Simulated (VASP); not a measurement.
HfO2: single point with PBE+D3(BJ)

Crystal: HfO2.

```
Hf O
1.0
     3.10780    0.00000    0.00000
    -1.55390    2.69144    0.00000
     0.00000    0.00000    4.97335
Hf O
1 2
Cartesian
  0.0000 0.0000 0.0000
  1.5539 0.8971 3.7181
  0.0000 1.7943 1.2552
```

- Program: VASP 6.6.1
- Task: single point
- Functional: PBE
- Dispersion: D3(BJ)
- Potentials or basis: VASP PAW PBE potentials, release 64 (Hf_pv, O)
- Cutoff: 520 eV
- k mesh: 6 × 6 × 4
- Occupations: gaussian, width 0.1 eV
- Spin: no spin polarisation
- Dipole correction: no
- Further INCAR settings: ALGO = Normal; EDIFF = 1e-06; NBANDS = 18

```yaml
Pressure: -12.4 GPa
Largest_force: 3.917 eV/Å
Band_gap_on_the_k_mesh: 2.95 eV (least direct gap 3.31 eV)
Dispersion_energy_per_atom: -0.186 eV
```

Forces on the atoms (eV/Å):
```
Hf   0.000  0.000  0.000
O    0.000  0.000  3.917
O    0.000  0.000 -3.917
```

Stress tensor (GPa, compression positive):
```
 -0.12   0.00   0.00
  0.00  -0.12   0.00
  0.00   0.00 -36.97
```

Levels at points of the mesh, in eV from the valence-band top:
| k point | band 9 | band 10 | band 11 | band 12 | band 13 | band 14 |
| --- | --- | --- | --- | --- | --- | --- |
| (0.00, 0.00, 0.00) | -0.16 | -0.16 | 0.00 | 4.60 | 4.60 | 4.72 |
| (0.50, 0.00, 0.00) | -1.67 | -1.07 | -0.75 | 2.97 | 7.14 | 7.51 |
| (0.00, 0.00, 0.50) | -1.43 | -0.26 | -0.26 | 4.56 | 4.56 | 5.17 |
| (0.50, 0.00, 0.50) | -1.89 | -0.53 | -0.36 | 2.95 | 7.24 | 7.51 |

Run time: 27 s on 1 thread of Intel Xeon 8259CL (shared host), peak memory 0.18 GiB.

Caveat: the cell stands under tension; spin-orbit coupling is left out, which moves the levels of the heavy elements; forces of over 1 eV/Å act on the atoms, so gaps and moduli don't describe the material at rest. A k mesh can miss the band edges.
